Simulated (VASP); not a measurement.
Crystal: Cu.

```
Cu
1.0
     2.33646    0.00000    0.00000
     0.00000    2.33646    0.00000
     0.00000    0.00000    2.33646
Cu
1
Direct
  0.00000 0.00000 0.00000
```

This isn't the form of Cu at room conditions, which is fcc.

| Property | Result |
| --- | --- |
| Program | VASP 6.6.1 |
| Task | relaxation of cell and atoms |
| Functional | PBE |
| Potentials or basis | VASP PAW PBE potentials, release 64 (Cu_sv_GW) |
| Cutoff | 820 eV |
| k mesh | 13 × 13 × 13 |
| Occupations | fermi-dirac, width 0.1 eV |
| Spin | no spin polarisation |

At the start: pressure 10.0 GPa; volume 12.75 Å³/atom.

Problem. Where does the relaxation end?

Solution. Over 3 steps the energy falls by 26.8 meV/atom and the volume is 13.67 Å³/atom (+7.2 %); space group Pm-3m (No. 221, to 0.1 Å) before and after.

Step by step:
| step | energy change (eV) | largest force (eV/Å) | pressure (GPa) | volume (Å³) |
| --- | --- | --- | --- | --- |
| 1 | 0.0000 | 0.0000 | 9.96 | 12.75 |
| 2 | -0.0171 | 0.0000 | -4.84 | 14.28 |
| 3 | -0.0268 | 0.0000 | 0.07 | 13.67 |

Final structure:
```yaml
crystal:
  lattice:
    - [2.39103, 0.00000, 0.00000]
    - [0.00000, 2.39103, 0.00000]
    - [0.00000, 0.00000, 2.39103]
  atoms:
    - { symbol: Cu, position: [0.00000, 0.00000, 0.00000] }
```
